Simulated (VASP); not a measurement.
Here is a VASP 6.6.1 calculation.

INCAR

```
  PREC = Accurate
  ENCUT = 520
  EDIFF = 1E-6
  ISMEAR = -1
  SIGMA = 0.1
  LREAL = False
  LASPH = True
  NELM = 100
  ALGO = Normal
  ISIF = 2
  LWAVE = False
  LCHARG = True
  LELF = True
  LVHAR = True
  NBANDS = 9
```

KPOINTS

```
Automatic mesh
0
Gamma
  21 21 21
```

POSCAR

```
O
1.0
   -1.1749054586      1.1749054586      1.1749054586
    1.1749054586     -1.1749054586      1.1749054586
    1.1749054586      1.1749054586     -1.1749054586
O
1
Direct
    0.0000000000      0.0000000000      0.0000000000
```

Potentials or basis: VASP PAW LDA potentials, release 64 (O).

The run is started by

```bash
$ cat potpaw_LDA.64/O/POTCAR > POTCAR
$ mpirun -np 1 vasp_std > vasp.out
```

Question: Predict the pressure.

Answer: 21.0 GPa.

Question: Predict the band gap on the k mesh.

Answer: Zero (band 3 reaches 7.04 eV, above the bottom of band 4 at 0.80 eV).
